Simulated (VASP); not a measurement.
# LiBe2 (P-3m1) in VASP: notebook, part 2 of 2

VASP 6.6.1. Earlier steps stand in the parts before.

### Step 3. Single point, PBE

This run uses another cell than the first one, of 12.13 Å³/atom.

The input, INCAR:

```
SYSTEM = LiBe2
PREC = Accurate
ENCUT = 520
EDIFF = 1E-6
ISMEAR = 0
SIGMA = 0.1
LREAL = .False.
LASPH = .True.
NELM = 60
ALGO = Fast
ISIF = 2
LWAVE = .False.
LCHARG = .False.
GGA = PE
NBANDS = 10
```

The input, KPOINTS:

```
Automatic mesh
0
Gamma
  6 6 6
  0 0 0
```

The input, POSCAR:

```
LiBe2
1.0
    4.0941056800      0.0000000000      0.0000000000
   -2.0470528400      3.5455995300      0.0000000000
    0.0000000000      0.0000000000      2.5071174700
Li Be
1 2
Direct
    0.0000000000      0.0000000000      0.0000000000
    0.6666666700      0.3333333300      0.6666666700
    0.3333333300      0.6666666700      0.3333333300
```

Potentials or basis: VASP PAW PBE potentials, release 64 (Li_sv, Be).

Launch:

```console
> cat potpaw_PBE.64/Li_sv/POTCAR potpaw_PBE.64/Be/POTCAR > POTCAR
> mpirun -np 1 vasp_std > vasp.out
```

OUTCAR:

```text
SYSTEM = LiBe2
   PREC = Accurate
   ENCUT = 520
   EDIFF = 1E-6
   ISMEAR = 0
   LREAL = .False.
   LASPH = .True.
   NELM = 60
   ISIF = 2
   GGA = PE

 ion  position               nearest neighbor table
   1  0.000  0.000  0.000-
   2  0.667  0.333  0.667-
   3  0.333  0.667  0.333-

  LATTYP: Found a hexagonal cell.
 ALAT       =     4.0941056800
 C/A-ratio  =     0.6123724364

  Lattice vectors:

[... 501 lines left out ...]

------------------------ aborting loop because EDIFF is reached ----------------------------------------

  FORCE on cell =-STRESS in cart. coord.  units (eV):
  Direction    XX          YY          ZZ          XY          YZ          ZX
  --------------------------------------------------------------------------------------
  -------------------------------------------------------------------------------------
  Total       -2.0198120     -2.0198120     -4.2542190      0.0000000      0.0000000      0.0000000
  in kB      -88.9197258    -88.9197260   -187.2867335      0.0000000      0.0000000      0.0000000
  external PRESSURE =    -121.7087284 kB  Pullay stress =       0.0000000 kB

 VOLUME and BASIS-vectors are now :
 -----------------------------------------------------------------------------
  energy-cutoff  :      520.00
  volume of cell :       36.39
      direct lattice vectors                 reciprocal lattice vectors
     4.094105680  0.000000000  0.000000000     0.244253588  0.141019874  0.000000000
    -2.047052840  3.545599530  0.000000000     0.000000000  0.282039749  0.000000000
     0.000000000  0.000000000  2.507117470     0.000000000  0.000000000  0.398864438

 POSITION                                       TOTAL-FORCE (eV/Angst)
 -----------------------------------------------------------------------------------
      0.00000      0.00000      0.00000        -0.000000      0.000000      0.000000
      2.04705      1.18187      1.67141        -0.000000      0.000000      0.019643
     -0.00000      2.36373      0.83571         0.000000     -0.000000     -0.019643
 -----------------------------------------------------------------------------------
    total drift:                                0.000000      0.000000      0.000000

  FREE ENERGIE OF THE ION-ELECTRON SYSTEM (eV)
  ---------------------------------------------------
  free  energy   TOTEN  =        -8.5954085680 eV

  energy  without entropy=       -8.5936498080  energy(sigma->0) =       -8.59452919
```

Run time: 10 s. Hardware: 1 thread of Intel Xeon 6975P-C (Granite Rapids), shared host; peak memory 0.13 GiB.

What came out:

```yaml
Free_energy: -8.5954 eV
Largest_force: 0.020 eV/Å
Band_gap_on_the_k_mesh: zero (an odd number of electrons rules out a gap without spin polarisation)
```

Forces on the atoms (eV/Å):
```
Li   0.000  0.000  0.000
Be   0.000  0.000  0.020
Be   0.000  0.000 -0.020
```

Caveat: the k points lie up to 0.42 Å⁻¹ apart, too coarse for converged energies and pressures of a metal; the cutoff is under 1.25 times the usual one of these potentials, so pressure, stress and relaxed cells hold a basis-set (Pulay) error.

### Step 4. Relaxation of cell and atoms, PBE

This run uses another cell than the first one, of 12.13 Å³/atom.

The input, INCAR:

```
SYSTEM = LiBe2
  ALGO = Normal
  EDIFF = 1E-6
  EDIFFG = -0.04
  ENCUT = 600
  GGA = PE
  IBRION = 2
  ISIF = 3
  ISMEAR = 0
  LASPH = .TRUE.
  LCHARG = .FALSE.
  LREAL = .FALSE.
  LWAVE = .FALSE.
  NELM = 60
  NSW = 90
  PREC = Accurate
  SIGMA = 0.1
```

The input, KPOINTS:

```
k-points
0
G
  6 6 6
  0 0 0
```

POSCAR is that of step 3.

Launch:

```console
> cat potpaw_PBE.64/Li_sv/POTCAR potpaw_PBE.64/Be/POTCAR > POTCAR
> mpirun -np 1 vasp_std > vasp.out
```

Wall time 26 s (1 thread of Intel Xeon 6975P-C (Granite Rapids), shared host); peak memory 0.17 GiB.

Results (log left out):

* Free energy: -9.0560 eV
* Relaxed volume: 9.34 Å³/atom
* Relaxed cell: a = 3.837 Å, b = 3.837 Å, c = 2.198 Å, α = 90.00°, β = 90.00°, γ = 120.00°
* Space group after relaxing (to 0.1 Å): P-3m1 (No. 164)
* Energy gained by relaxing: 153.5 meV/atom
* Ionic steps: 8
* Pressure after relaxing: 0.3 GPa
* Largest force after relaxing: 0.024 eV/Å
* Band gap on the k mesh: zero (an odd number of electrons rules out a gap without spin polarisation)

Forces in eV/Å, atoms in the order of the input:
```
Li   0.000  0.000  0.000
Be   0.000  0.000  0.024
Be   0.000  0.000 -0.024
```

Stress tensor (GPa, compression positive):
```
 0.55  0.00  0.00
 0.00  0.55  0.00
 0.00  0.00 -0.26
```

Step by step:
| step | energy change (eV) | largest force (eV/Å) | pressure (GPa) | volume (Å³) |
| --- | --- | --- | --- | --- |
| 1 | 0.0000 | 0.0200 | -12.20 | 36.39 |
| 2 | -0.3365 | 0.2210 | -7.15 | 31.73 |
| 3 | -0.4231 | 0.3309 | -2.09 | 29.14 |
| 4 | -0.4276 | 0.3673 | -0.13 | 28.37 |
| 5 | -0.4276 | 0.3602 | -0.54 | 28.52 |
| 6 | -0.4415 | 0.2818 | -0.10 | 28.29 |
| 7 | -0.4540 | 0.0913 | 0.92 | 27.81 |
| 8 | -0.4605 | 0.0239 | 0.28 | 28.02 |

Final structure:
```
Li Be
1.0
     3.83699    0.00000    0.00000
    -1.91850    3.32293    0.00000
     0.00000    0.00000    2.19757
Li Be
1 2
Direct
  0.00000 0.00000 0.00000
  0.66667 0.33333 0.70387
  0.33333 0.66667 0.29613
```

Levels at points of the mesh, in eV from the Fermi level:
| k point | band 2 | band 3 | band 4 | band 5 | band 6 | band 7 |
| --- | --- | --- | --- | --- | --- | --- |
| (0.00, 0.00, 0.00) | -8.10 | 0.29 | 0.29 | 1.88 | 1.88 | 5.17 |
| (0.50, 0.00, 0.00) | -6.39 | -5.02 | -2.28 | 3.15 | 9.94 | 11.38 |
| (0.00, 0.00, 0.50) | -2.85 | -2.45 | 6.30 | 6.40 | 6.40 | 7.50 |
| (0.50, 0.00, 0.50) | -1.84 | -1.01 | 0.86 | 3.58 | 4.88 | 5.32 |

Caveat: the k points lie up to 0.48 Å⁻¹ apart in the final cell, too coarse for converged energies and pressures of a metal; the cutoff is under 1.25 times the usual one of these potentials, so pressure, stress and relaxed cells hold a basis-set (Pulay) error; the volume moved by over 15 % at a fixed basis, so the end points are rough.

### Step 5. The runs side by side

```tsv
task	cell	cutoff (eV)	gap on the mesh (eV)	largest force (eV/Å)
single point	a = 3.847, b = 3.847, c = 2.196 Å, angles 90.0, 90.0, 120.0°, 3 atoms, atomic positions A	520	none	-
single point	a = 4.094, b = 4.094, c = 2.507 Å, angles 90.0, 90.0, 120.0°, 3 atoms, atomic positions B	520	none	0.02
relaxation of cell and atoms	relaxed from a = 4.094, b = 4.094, c = 2.507 Å, angles 90.0, 90.0, 120.0°, 3 atoms, atomic positions B	600	none	0.02
```

Alike in all rows: level PBE; potentials or basis VASP PAW PBE potentials, release 64 (Li_sv, Be); no spin polarisation; k mesh 6 × 6 × 6; smearing gaussian 0.1 eV.

Caveats: all runs use coarse meshes; the cutoff is under 1.25 times the usual one of these potentials, so pressure, stress and relaxed cells hold a basis-set (Pulay) error; the volume moved by over 15 % at a fixed basis, so the end points are rough (at least some runs).

Total energies depend on the potentials used, so only differences within one code and one set of settings carry meaning.
